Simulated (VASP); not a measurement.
Input of a VASP 6.6.1 run:

The input POSCAR:

```
Ir
1.0
    2.7513778946      0.0000000000      0.0000000000
   -1.3756889473      2.3827631521      0.0000000000
    0.0000000000      0.0000000000      4.4622900000
Ir
2
Direct
    0.6666666667      0.3333333333      0.7500000000
    0.3333333333      0.6666666667      0.2500000000
```

The input INCAR.step1:

```
PREC     = Accurate       # precision mode
ENCUT    = 520            # plane-wave cutoff, eV
ISMEAR   = -1             # smearing method
SIGMA    = 0.08           # smearing width, eV
LREAL    = F              # projectors in reciprocal space
LASPH    = T              # aspherical terms in the spheres
NELM     = 150            # most SCF steps
ISPIN    = 2              # spin polarisation
MAGMOM   = 0.5 0.5        # initial moments
NUPDOWN  = 1.0            # fixed moment
LMAXMIX  = 4              # l up to which the mixer works
NBANDS   = 20             # bands
GGA      = PE             # functional
ALGO     = Normal         # electronic algorithm
EDIFF    = 1E-4           # SCF threshold, eV
LWAVE    = T              # write WAVECAR
LCHARG   = F              # write CHGCAR
```

File INCAR.step2:

```
PREC     = Accurate       # precision mode
ENCUT    = 520            # plane-wave cutoff, eV
EDIFF    = 1E-6           # SCF threshold, eV
ISMEAR   = -1             # smearing method
SIGMA    = 0.08           # smearing width, eV
LREAL    = F              # projectors in reciprocal space
LASPH    = T              # aspherical terms in the spheres
NELM     = 150            # most SCF steps
ALGO     = Normal         # electronic algorithm
ISIF     = 2              # what is computed and relaxed
LWAVE    = F              # write WAVECAR
LCHARG   = F              # write CHGCAR
ISPIN    = 2              # spin polarisation
MAGMOM   = 0.5 0.5        # initial moments
LORBIT   = 11             # projections on sites
NUPDOWN  = 1.0            # fixed moment
LMAXMIX  = 4              # l up to which the mixer works
METAGGA  = R2SCAN         # meta-GGA
LMIXTAU  = T            
NBANDS   = 20             # bands
ISTART   = 1
```

Contents of KPOINTS:

```
Automatic mesh
0
Gamma
  14 14 8
```

Potentials or basis: VASP PAW PBE potentials, release 64 (Ir).

The run is started by

```bash
$ cat potpaw_PBE.64/Ir/POTCAR > POTCAR
$ cp INCAR.step1 INCAR
$ mpirun -np 1 vasp_std > vasp.out
$ cp INCAR.step2 INCAR
$ mpirun -np 1 vasp_std > vasp.out
```

Q: Predict the pressure.

A: -4.5 GPa.

Stress tensor (GPa, compression positive):
```
-4.21  0.00  0.00
 0.00 -4.21  0.00
 0.00  0.00 -5.04
```

Caveat: the PAW data sets were made with another functional, which shifts forces and pressure a little; the total moment is fixed, so each spin has its own Fermi level.
